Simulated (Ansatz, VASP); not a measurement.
TaN in VASP and in Ansatz

File INCAR:

```
SYSTEM = TaN
  ALGO = Normal
  EDIFF = 1E-6
  ENCUT = 520
  GGA = PS
  ISIF = 2
  ISMEAR = 0
  LASPH = .TRUE.
  LCHARG = .FALSE.
  LREAL = .FALSE.
  LWAVE = .FALSE.
  NBANDS = 15
  NELM = 80
  PREC = Accurate
  SIGMA = 0.15
```

KPOINTS

```
k-points
0
G
  20 20 20
  0 0 0
```

POSCAR

```
TaN
1.0
    0.0877016528      2.1925413199      2.1925413199
    2.1925413199      0.0877016528      2.1925413199
    2.1925413199      2.1925413199      0.0877016528
Ta N
1 1
Direct
    0.5000000000      0.5000000000      0.5000000000
    0.0000000000      0.0000000000      0.0000000000
```

Input for Ansatz:

```yaml
crystal:
  lattice:
    - [0.0877016528, 2.1925413199, 2.1925413199]
    - [2.1925413199, 0.0877016528, 2.1925413199]
    - [2.1925413199, 2.1925413199, 0.0877016528]
  atoms:
    - { symbol: Ta, position: [0.5, 0.5, 0.5] }
    - { symbol: "N", position: [0.0, 0.0, 0.0] }
basis:
  ecutwfc: 520.0
kpoints:
  mp_grid: { grid: [20, 20, 20] }
hamiltonian:
  xc: pbesol
  pseudopotentials: { kind: paw, azcp: { folder: soft_1 } }
scf:
  occupations: { method: gaussian, width: 0.15 }
output:
  forces: true
  stress: true
  eigenvalues: true
```

Alike in both runs: task single point; functional PBEsol; k mesh 20 × 20 × 20; occupations gaussian, width 0.15 eV; no spin polarisation.

```csv
,VASP,Ansatz
version,VASP 6.6.1,Ansatz 0.2.0
potentials or method,"VASP PAW PBE potentials, release 64 (Ta_pv, N), cutoff 520 eV","scalar-relativistic, plane waves, PAW"
valence electrons in the cell,16,18
```

VASP gave:

| Item | Value |
| --- | --- |
| gap on the k mesh at the Fermi level (eV) | none |
| pressure (GPa) | 23.9 |
| traceless stress, the component that is largest in VASP (GPa) | -2.80 |

Problem. Which values does Ansatz return?

Solution. gap on the k mesh at the Fermi level (eV): none; pressure (GPa): 22.3; traceless stress, the component that is largest in VASP (GPa): -2.85.

VASP's potentials were made for PBE, not for PBEsol, and Ansatz warns of the same on its side. A gap of «none» marks a metal or a gap that the smearing closes. The functional is the same, so the differences come from potentials, cutoffs and numerics. VASP's potentials hold 16 valence electrons a cell and Ansatz's 18, so a difference there can come from the potentials and not from the codes.

Spin-orbit coupling is off throughout.
